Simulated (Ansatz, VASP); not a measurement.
**Sn: VASP beside Ansatz**

```
Sn
1.0
    -2.89345    2.89345    1.57951
     2.89345   -2.89345    1.57951
     2.89345    2.89345   -1.57951
Sn
2
Direct
  0.00000 0.00000 0.00000
  0.75000 0.25000 0.50000
```

Alike in both runs: task single point; functional PBE; dispersion D4; k mesh 10 × 10 × 10; occupations fermi-dirac, width 0.1 eV; no spin polarisation.

|  | VASP | Ansatz |
| --- | --- | --- |
| version | VASP 6.6.1 | Ansatz 0.2.0 |
| potentials or method | VASP PAW PBE potentials, release 64 (Sn_d), cutoff 520 eV | plane waves, PAW |
| valence electrons in the cell | 28 | 28 |

```csv
,VASP,Ansatz,Ansatz less VASP
pressure (GPa),1.5,1.6,+0.08
"traceless stress, the component that is largest in VASP (GPa)",-0.72,-0.72,-0.003
```
